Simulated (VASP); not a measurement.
Set up this calculation in VASP 6.6.1, as the native input.

| Quantity | Value |
| --- | --- |
| Task | single point |
| Functional | PBE |
| Potentials or basis | VASP PAW PBE potentials, release 64 (Sr_sv) |
| Cutoff | 520 eV |
| k mesh | 12 × 12 × 4 |
| Occupations | gaussian, width 0.1 eV |
| Spin | no spin polarisation |
| Dipole correction | no |
| Further INCAR settings | ALGO = Fast; EDIFF = 1e-06; NBANDS = 28 |

The structure of Sr lies in POSCAR:

```
Sr
1.0
    4.0922123047      0.0000000000      0.0000000000
   -2.0461061524      3.5439598136      0.0000000000
    0.0000000000      0.0000000000     14.1536635436
Sr
4
Direct
    0.0000000000      0.0000000000      0.0000000000
    0.3333333333      0.6666666667      0.2500000000
    0.0000000000      0.0000000000      0.5000000000
    0.6666666667      0.3333333333      0.7500000000
```

This isn't the form of Sr at room conditions, which is fcc.

This cell differs from its parent crystal: biaxial strain in the a-b plane: -4.0 %, then relaxed in part.

The input as run:

INCAR

```
SYSTEM = Sr
PREC = Accurate ; ENCUT = 520
EDIFF = 1E-6 ; ISMEAR = 0
SIGMA = 0.1 ; LREAL = .False.
LASPH = .True. ; NELM = 80
ALGO = Fast ; ISIF = 2
LWAVE = .False. ; LCHARG = .False.
GGA = PE ; NBANDS = 28
```

KPOINTS

```
regular mesh
0
Gamma
  12 12 4
  0 0 0
```

Potentials or basis: VASP PAW PBE potentials, release 64 (Sr_sv).

Run with:

```sh
$ cat potpaw_PBE.64/Sr_sv/POTCAR > POTCAR
$ mpirun -np 1 vasp_std > vasp.out
```

It gave:

```json
{
 "Pressure": "0.9 GPa",
 "Band gap on the k mesh": "zero (bands 20 and 21 overlap by 0.31 eV)"
}
```

Caveat: the cell differs from its parent crystal (biaxial strain in the a-b plane: -4.0 %, then relaxed in part).

It took 3.7 min on 1 thread of Intel(R) Xeon(R) 6975P-C (Granite Rapids) (shared host), peak memory 0.45 GiB.
